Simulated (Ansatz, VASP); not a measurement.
WC in VASP and in Ansatz

```xyz
2
Lattice="0.0000 2.1727 2.1727 2.1727 0.0000 2.1727 2.1727 2.1727 0.0000" Properties=species:S:1:pos:R:3 pbc="T T T"
W    -0.0050    0.0272   -0.0039
C     2.1777    2.1454    2.1766
```

Change from the starting cell: all atoms moved at random, sigma 0.02 Å a component; relaxed back.

Alike in both runs: task relaxation of cell and atoms; functional PBEsol; k mesh 14 × 14 × 14; occupations gaussian, width 0.15 eV; no spin polarisation.

|  | VASP | Ansatz |
| --- | --- | --- |
| version | VASP 6.6.1 | Ansatz 0.2.0 |
| potentials or method | VASP PAW PBE potentials, release 64 (W_sv, C), cutoff 600 eV | scalar-relativistic, plane waves, PAW |
| valence electrons in the cell | 18 | 18 |

```tsv
	VASP	Ansatz	Ansatz less VASP
gap on the k mesh at the Fermi level, each at its own relaxed structure (eV)	none	none	-
relaxed volume (Å³/atom)	10.29	10.26	-0.027
relaxed cell length with the largest relative difference (Å)	3.076	3.073	-0.0033
```

VASP's potentials were made for PBE, not for PBEsol. A gap of «none» marks a metal or a gap that the smearing closes.

Spin-orbit coupling is off throughout. Noted on VASP's run: too few bands were computed for a metal, which touches its energy and stress.
